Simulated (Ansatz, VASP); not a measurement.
## Pd in VASP and in Ansatz

```
Pd
1.0
     2.83162    0.00000    0.00000
    -1.41581    2.45226    0.00000
     0.00000    0.00000    8.67901
Pd
4
Cartesian
  0.0000 0.0000 0.0000
  0.0000 1.6348 2.1698
  0.0000 0.0000 4.3395
  1.4158 0.8174 6.5093
```

Alike in both runs: task single point; functional PBEsol; k mesh 14 × 14 × 4; no spin polarisation.

```csv
,VASP,Ansatz
version,VASP 6.6.1,Ansatz 0.2.0
potentials or method,"VASP PAW PBE potentials, release 64 (Pd), cutoff 520 eV","plane waves, PAW"
occupations,"methfessel-paxton of order 1, width 0.1 eV",cold
valence electrons in the cell,40,72
```

```csv
,VASP,Ansatz,Ansatz less VASP
pressure (GPa),-5.7,-5.4,+0.30
"traceless stress, the component that is largest in VASP (GPa)",5.48,5.48,0.000
```

VASP's potentials were made for PBE, not for PBEsol. VASP's potentials hold 40 valence electrons a cell and Ansatz's 72, so a difference there can come from the potentials and not from the codes. Ansatz's warnings: structure snapped to symmetry.
